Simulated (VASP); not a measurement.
# BaTiO3 (P4/mmm) in VASP: single point with r2SCAN

Aim: the single point of BaTiO3 with r2SCAN.

Program: VASP 6.6.1. These are calculated values, not measurements. Logs are shortened: lines on timing, memory, paths and dates and some standing lists are left out, and cuts for length are marked.

## Step 1: The cell of the first run

It takes space group P4/mmm (No. 123, tetragonal). Conventional cell: a = 3.964 Å, b = 3.964 Å, c = 3.982 Å, α = 90.00°, β = 90.00°, γ = 90.00°. Ba (site symmetry 4/mmm) has 12 O at 2.80 to 2.81 Å and 8 Ti at 3.44 Å within 3.7 Å. Within 2.6 Å of Ti (site symmetry 4/mmm) lie 6 O at 1.98 to 1.99 Å. Within 2.6 Å of O (site symmetry 4/mmm) lie 2 Ti at 1.99 Å. O (site symmetry mmm) has 2 Ti at 1.98 Å within 2.6 Å.

## Step 2: Single point, r2SCAN

The input, POSCAR:

```
BaTiO3
1.0
    3.9640625200      0.0000000000      0.0000000000
    0.0000000000      3.9640625200      0.0000000000
    0.0000000000      0.0000000000      7.9641998100
Ba Ti O
2 2 6
Direct
    0.0000000000      0.0000000000      0.0000000000
    0.0000000000      0.0000000000      0.5000000000
    0.5000000000      0.5000000000      0.2500000000
    0.5000000000      0.5000000000      0.7500000000
    0.5000000000      0.5000000000      0.0000000000
    0.5000000000      0.5000000000      0.5000000000
    0.5000000000      0.0000000000      0.2500000000
    0.5000000000      0.0000000000      0.7500000000
    0.0000000000      0.5000000000      0.2500000000
    0.0000000000      0.5000000000      0.7500000000
```

The input, INCAR.step1:

```
PREC     = Accurate       # precision mode
ENCUT    = 520            # plane-wave cutoff, eV
ISMEAR   = -1             # smearing method
SIGMA    = 0.1            # smearing width, eV
LREAL    = False          # projectors in reciprocal space
LASPH    = True           # aspherical terms in the spheres
NELM     = 60             # most SCF steps
NBANDS   = 51             # bands
GGA      = PE             # functional
ALGO     = Normal         # electronic algorithm
EDIFF    = 1E-4           # SCF threshold, eV
LWAVE    = True           # write WAVECAR
LCHARG   = False          # write CHGCAR
```

The input, INCAR.step2:

```
PREC     = Accurate       # precision mode
ENCUT    = 520            # plane-wave cutoff, eV
EDIFF    = 1E-6           # SCF threshold, eV
ISMEAR   = -1             # smearing method
SIGMA    = 0.1            # smearing width, eV
LREAL    = False          # projectors in reciprocal space
LASPH    = True           # aspherical terms in the spheres
NELM     = 60             # most SCF steps
ALGO     = Normal         # electronic algorithm
ISIF     = 2              # what is computed and relaxed
LWAVE    = False          # write WAVECAR
LCHARG   = False          # write CHGCAR
METAGGA  = R2SCAN         # meta-GGA
LMIXTAU  = True         
NBANDS   = 51             # bands
ISTART   = 1
```

The input, KPOINTS:

```
Automatic mesh
0
Gamma
  7 7 4
```

Potentials or basis: VASP PAW PBE potentials, release 64 (Ba_sv, Ti_sv, O).

Command:

```console
> cat potpaw_PBE.64/Ba_sv/POTCAR potpaw_PBE.64/Ti_sv/POTCAR potpaw_PBE.64/O/POTCAR > POTCAR
> cp INCAR.step1 INCAR
> mpirun -np 1 vasp_std > vasp.out
> cp INCAR.step2 INCAR
> mpirun -np 1 vasp_std > vasp.out
```

OUTCAR:

```text
PREC = Accurate
   ENCUT = 520
   EDIFF = 1E-6
   ISMEAR = -1
   LREAL = False
   LASPH = True
   NELM = 60
   ISIF = 2
   METAGGA = R2SCAN
   ISTART = 1

 ion  position               nearest neighbor table
   1  0.000  0.000  0.000-   5 2.80   5 2.80   5 2.80   5 2.80  10 2.81   7 2.81   9 2.81  10 2.81
                             8 2.81   7 2.81   8 2.81   9 2.81   3 3.44   4 3.44   4 3.44   4 3.44
   2  0.000  0.000  0.500-   6 2.80   6 2.80   6 2.80   6 2.80  10 2.81   7 2.81   9 2.81  10 2.81
                             8 2.81   7 2.81   8 2.81   9 2.81   3 3.44   4 3.44   4 3.44   4 3.44
   3  0.500  0.500  0.250-   7 1.98   9 1.98   7 1.98   9 1.98   5 1.99   6 1.99   1 3.44   2 3.44
                             1 3.44   1 3.44   2 3.44   2 3.44   1 3.44   2 3.44
   4  0.500  0.500  0.750-   8 1.98  10 1.98   8 1.98  10 1.98   5 1.99   6 1.99   1 3.44   2 3.44
                             1 3.44   1 3.44   2 3.44   2 3.44   1 3.44   2 3.44
   5  0.500  0.500  0.000-   3 1.99   4 1.99   1 2.80   1 2.80   1 2.80   1 2.80
   6  0.500  0.500  0.500-   3 1.99   4 1.99   2 2.80   2 2.80   2 2.80   2 2.80
   7  0.500  0.000  0.250-   3 1.98   3 1.98   1 2.81   2 2.81   1 2.81   2 2.81
   8  0.500  0.000  0.750-   4 1.98   4 1.98   1 2.81   2 2.81   1 2.81   2 2.81
   9  0.000  0.500  0.250-   3 1.98   3 1.98   1 2.81   1 2.81   2 2.81   2 2.81
  10  0.000  0.500  0.750-   4 1.98   4 1.98   1 2.81   1 2.81   2 2.81   2 2.81

  LATTYP: Found a simple tetragonal cell.
 ALAT       =     3.9640625200
 C/A-ratio  =     2.0091004543

  Lattice vectors:

 A1 = (   3.9640625200,   0.0000000000,   0.0000000000)
 A2 = (   0.0000000000,   3.9640625200,   0.0000000000)
 A3 = (   0.0000000000,   0.0000000000,   7.9641998100)

Analysis of symmetry for initial positions (statically):
=====================================================================
 Subroutine PRICEL returns following result:

  LATTYP: Found a simple tetragonal cell.
 ALAT       =     3.9640625200
 C/A-ratio  =     1.0045502272

  Lattice vectors:

 A1 = (   3.9640625200,   0.0000000000,   0.0000000000)
 A2 = (   0.0000000000,   3.9640625200,   0.0000000000)
 A3 = (   0.0000000000,   0.0000000000,   3.9820999050)

   2 primitive cells build up your supercell.

 Routine SETGRP: Setting up the symmetry group for a
 simple tetragonal supercell.

 Subroutine GETGRP returns: Found 16 space group operations
 (whereof 16 operations were pure point group operations)
 out of a pool of 16 trial point group operations.

The static configuration has the point symmetry D_4h.

Analysis of symmetry for dynamics (positions and initial velocities):
=====================================================================
 Subroutine PRICEL returns following result:

  LATTYP: Found a simple tetragonal cell.
 ALAT       =     3.9640625200
 C/A-ratio  =     1.0045502272

  Lattice vectors:

 A1 = (   3.9640625200,   0.0000000000,   0.0000000000)
 A2 = (   0.0000000000,   3.9640625200,   0.0000000000)
 A3 = (   0.0000000000,   0.0000000000,   3.9820999050)

   2 primitive cells build up your supercell.

 Routine SETGRP: Setting up the symmetry group for a
 simple tetragonal supercell.

 Subroutine GETGRP returns: Found 16 space group operations
 (whereof 16 operations were pure point group operations)
 out of a pool of 16 trial point group operations.

The dynamic configuration has the point symmetry D_4h.

 Subroutine INISYM returns: Found 16 space group operations
 (whereof 16 operations are pure point group operations),
 and found     2 'primitive' translations

----------------------------------------------------------------------------------------

                                     Primitive cell

  volume of cell :      62.5739

  direct lattice vectors                    reciprocal lattice vectors
     3.964062520  0.000000000  0.000000000     0.252266455  0.000000000  0.000000000
     0.000000000  3.964062520  0.000000000     0.000000000  0.252266455  0.000000000
     0.000000000  0.000000000  3.982099905     0.000000000  0.000000000  0.251123785

  length of vectors
     3.964062520  3.964062520  3.982099905     0.252266455  0.252266455  0.251123785

  position of ions in fractional coordinates (direct lattice)
     0.000000000  0.000000000  0.000000000
     0.500000000  0.500000000  0.500000000
     0.500000000  0.500000000  0.000000000
     0.500000000  0.000000000  0.500000000
     0.000000000  0.500000000  0.500000000

  ion indices of the primitive-cell ions
   primitive index   ion index
                 1           1
                 2           3
                 3           5
                 4           7
                 5           9

----------------------------------------------------------------------------------------

 KPOINTS: Automatic mesh

Automatic generation of k-mesh.
 Grid dimensions read from file:
 generate k-points for:    7    7    4

 Generating k-lattice:

  Cartesian coordinates                     Fractional coordinates (reciprocal lattice)
     0.036038065  0.000000000  0.000000000     0.142857143  0.000000000  0.000000000
     0.000000000  0.036038065  0.000000000     0.000000000  0.142857143  0.000000000
     0.000000000  0.000000000  0.031390473     0.000000000  0.000000000  0.250000000

  Length of vectors
     0.036038065  0.036038065  0.031390473

  Shift w.r.t. Gamma in fractional coordinates (k-lattice)
     0.000000000  0.000000000  0.000000000

 Subroutine IBZKPT returns following result:
 ===========================================

 Found     30 irreducible k-points:

 Following reciprocal coordinates:
            Coordinates               Weight
  0.000000  0.000000  0.000000      1.000000
  0.142857  0.000000  0.000000      4.000000
  0.285714  0.000000  0.000000      4.000000
  0.428571  0.000000  0.000000      4.000000
  0.142857  0.142857  0.000000      4.000000
  0.285714  0.142857  0.000000      8.000000
[... 16 lines left out ...]
  0.285714  0.000000  0.500000      4.000000
  0.428571  0.000000  0.500000      4.000000
 [... further k-points ...]
   k-points           NKPTS =     30   k-points in BZ     NKDIM =     30   number of bands    NBANDS=     51
   number of dos      NEDOS =    301   number of ions     NIONS =     10
   total plane-waves  NPLWV =  54000
   dimension x,y,z NGX =    30 NGY =   30 NGZ =   60
   dimension x,y,z NGXF=    60 NGYF=   60 NGZF=  120
   ions per type =               2   2   6
   NGX,Y,Z   is equivalent  to a cutoff of  12.58, 12.58, 12.52 a.u.
   NGXF,Y,Z  is equivalent  to a cutoff of  25.16, 25.16, 25.05 a.u.
 SYSTEM =  unknown system
   PREC   = accura    normal or accurate (medium, high low for compatibility)
   ISTART =      1    job   : 0-new  1-cont  2-samecut
   ICHARG =      0    charge: 1-file 2-atom 10-const
   ISPIN  =      1    spin polarized calculation?
   LNONCOLLINEAR =      F non collinear calculations
   LSORBIT =      F    spin-orbit coupling
   LASPH  =      T    aspherical Exc in radial PAW
   ENCUT  =  520.0 eV  38.22 Ry    6.18 a.u.   7.37  7.37 14.81*2*pi/ulx,y,z
   NELM   =     60;   NELMIN=  2; NELMDL=  0     # of ELM steps
   EDIFF  = 0.1E-05   stopping-criterion for ELM
   LREAL  =      F    real-space projection
   EDIFFG = 0.1E-04   stopping-criterion for IOM
   NSW    =      0    number of steps for IOM
   IBRION =     -1    ionic relax: 0-MD 1-quasi-New 2-CG
   NFREE  =      0    steps in history (QN), initial steepest desc. (CG)
   ISIF   =      2    stress and relaxation
   ISYM   =      2    0-nonsym 1-usesym 2-fastsym
   POTIM  = 0.5000    time-step for ionic-motion
   TEBEG  =    0.0;   TEEND  =   0.0 temperature during run
   PSTRESS=    0.0 pullay stress
   NELECT =      80.0000    total number of electrons
   NUPDOWN=      -1.0000    fix difference up-down
   EMIN   =  10.00;   EMAX   =-10.00  energy-range for DOS
   EFERMI =   0.00;   METHOD = LEGACY
   ISMEAR =    -1;   SIGMA  =   0.10  broadening in eV -4-tet -1-fermi 0-gaus
   EFERMI_NEDOS =   21; number of points for ismear=-14 and -15
   IALGO  =     38    algorithm
   IMIX   =      4    mixing-type and parameters
     AMIX     =   0.40;   BMIX     =  1.00
     AMIX_MAG =   1.60;   BMIX_MAG =  1.00
  volume/ion in A,a.u.               =      12.51        84.45
  Fermi-wavevector in a.u.,A,eV,Ry     =   1.410253  2.664992 27.059461  1.988814
  Thomas-Fermi vector in A             =   2.532226
   LORBIT       =      0    0 simple, 1 ext, 2 COOP (PROOUT), +10 PAW based schemes
   METAGGA = R2SCAN    functional components
   LHFCALC =     F    Hartree Fock is set to
   AEXX    =    0.0000 exact exchange contribution
   IVDW    =     0    specifies the selected vdW correction
   LEPSILON=     F    determine dielectric tensor
   LRPA    =     F    only Hartree local field effects (RPA)
 non-spin polarized calculation
  energy-cutoff  :      520.00
  volume of cell :      125.15
 maximum number of plane-waves:      3429
 NGX is ok and might be reduce to    30
   NGX = 15   NGY = 15   NGZ = 29

 number of electron      79.9999957 magnetization

 Free energy of the ion-electron system (eV)
  ---------------------------------------------------
  ext. energy  EPLUGINS =         0.00000000
  ---------------------------------------------------
  free energy    TOTEN  =      -148.40365457 eV

  energy without entropy =     -148.40364481  energy(sigma->0) =     -148.40364969

 E-fermi :   4.8652     XC(G=0): -12.0592

 val. band max:        3.6849019570   @ k =   0.4286   0.4286   0.0000
 cond. band min:       5.9119205075   @ k =   0.0000   0.0000   0.0000
 fundamental gap:      2.2270185505
 Fermi energy:         4.8651719575

 k-point     1 :       0.0000    0.0000    0.0000
  band No.  band energies     occupation
      1     -55.0446      2.00000
      2     -55.0434      2.00000
      3     -30.2786      2.00000
      4     -30.2185      2.00000
      5     -30.2185      2.00000
      6     -30.2163      2.00000
[... 43 lines left out ...]
     50       9.3326      0.00000
     51       9.3807      0.00000
[... 1240 lines left out ...]
     50      11.0151      0.00000
     51      11.9365      0.00000

 [... further k-points ...]

------------------------ aborting loop because EDIFF is reached ----------------------------------------

  FORCE on cell =-STRESS in cart. coord.  units (eV):
  Direction    XX          YY          ZZ          XY          YZ          ZX
  --------------------------------------------------------------------------------------
  -------------------------------------------------------------------------------------
  Total        4.5271010      4.5271010      3.7235855      0.0000000      0.0000000      0.0000000
  in kB       57.9572314     57.9572314     47.6703976      0.0000000      0.0000000      0.0000000
  external PRESSURE =      54.5282868 kB  Pullay stress =       0.0000000 kB

 VOLUME and BASIS-vectors are now :
 -----------------------------------------------------------------------------
  energy-cutoff  :      520.00
  volume of cell :      125.15
      direct lattice vectors                 reciprocal lattice vectors
     3.964062520  0.000000000  0.000000000     0.252266455  0.000000000  0.000000000
     0.000000000  3.964062520  0.000000000     0.000000000  0.252266455  0.000000000
     0.000000000  0.000000000  7.964199810     0.000000000  0.000000000  0.125561892

 POSITION                                       TOTAL-FORCE (eV/Angst)
 -----------------------------------------------------------------------------------
      0.00000      0.00000      0.00000        -0.000000     -0.000000     -0.000000
      0.00000      0.00000      3.98210        -0.000000     -0.000000     -0.000000
      1.98203      1.98203      1.99105        -0.000000     -0.000000     -0.000000
      1.98203      1.98203      5.97315        -0.000000     -0.000000     -0.000000
      1.98203      1.98203      0.00000        -0.000000      0.000000     -0.000000
      1.98203      1.98203      3.98210        -0.000000      0.000000     -0.000000
      1.98203      0.00000      1.99105        -0.000000      0.000000     -0.000000
      1.98203      0.00000      5.97315        -0.000000      0.000000      0.000000
      0.00000      1.98203      1.99105         0.000000     -0.000000     -0.000000
      0.00000      1.98203      5.97315         0.000000     -0.000000      0.000000
 -----------------------------------------------------------------------------------
    total drift:                                0.000000      0.000000      0.000000

  FREE ENERGIE OF THE ION-ELECTRON SYSTEM (eV)
  ---------------------------------------------------
  free  energy   TOTEN  =      -148.4036545667 eV

  energy  without entropy=     -148.4036448117  energy(sigma->0) =     -148.40364969
```

Run time: 5.9 min. Hardware: 1 thread of Intel Xeon Platinum 8559C (Emerald Rapids), shared host; peak memory 0.34 GiB.

What came out:

- Free energy: -148.4037 eV
- Pressure: 5.5 GPa
- Band gap on the k mesh: 2.23 eV

Caveat: the PAW data sets were made with another functional, which shifts forces and pressure a little; spin-orbit coupling is left out, which moves the levels of the heavy elements.
